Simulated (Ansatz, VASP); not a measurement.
Si in VASP and in Ansatz

Contents of INCAR:

```
ALGO = Normal
EDIFF = 1E-8
ENCUT = 520
GGA = CA
ISIF = 2
ISMEAR = -1
LASPH = True
LCHARG = False
LEFG = True
LREAL = False
LWAVE = False
NBANDS = 11
NELM = 60
PREC = Accurate
SIGMA = 0.05
```

KPOINTS

```
k-points
0
Gamma
  16 16 16
```

File POSCAR:

```
Si
1.0
   -2.2327825000      2.3636200000      1.2755875000
    2.2455325000     -2.3508700000      1.2744125000
    2.2564675000      2.3733800000     -1.2519025000
Si
2
Direct
    0.8070000000      0.5570000000      0.2500000000
    0.1930000000      0.4430000000      0.7500000000
```

Input for Ansatz:

```yaml
crystal:
  lattice:
    - [-2.2327825, 2.36362, 1.2755875]
    - [2.2455325, -2.35087, 1.2744125]
    - [2.2564675, 2.37338, -1.2519025]
  atoms:
    - { symbol: Si, position: [0.807, 0.557, 0.25] }
    - { symbol: Si, position: [0.193, 0.443, 0.75] }
kpoints:
  mp_grid: { grid: [16, 16, 16] }
scf:
  occupations: { method: fermi_dirac, width: 0.05 }
hamiltonian:
  xc: lda
  pseudopotentials: { kind: all_electron, datasets: crystal }
output:
  forces: true
  stress: true
  eigenvalues: true
  efg: { contact_densities: true }
```

Change from the starting cell: equal xy, yz and zx shear strains of +1 %, crystal datasets.

Alike in both runs: task electric field gradients; functional LDA; k mesh 16 × 16 × 16; occupations fermi-dirac, width 0.05 eV; no spin polarisation.

|  | VASP | Ansatz |
| --- | --- | --- |
| version | VASP 6.6.1 | Ansatz 0.2.0 |
| potentials or method | VASP PAW LDA potentials, release 64 (Si), cutoff 520 eV | all-electron PAW with datasets made for the crystal, scalar-relativistic |

```csv
,VASP,Ansatz,Ansatz less VASP
pressure (GPa),11.0,10.8,-0.17
"traceless stress, the component that is largest in VASP (GPa)",1.60,1.55,-0.046
rms of the force components (eV/Å),0.021,0.021,-0.0002
size of Vzz on the site where it differs most (V/Å²),26.7,25.9,-0.75
```

LDA's correlation is that of Perdew and Zunger in VASP and of Perdew and Wang (1992) in Ansatz. Atom by atom the forces differ by 0.000 eV/Å (rms over components). Ansatz ran all-electron here, and VASP with PAW potentials.
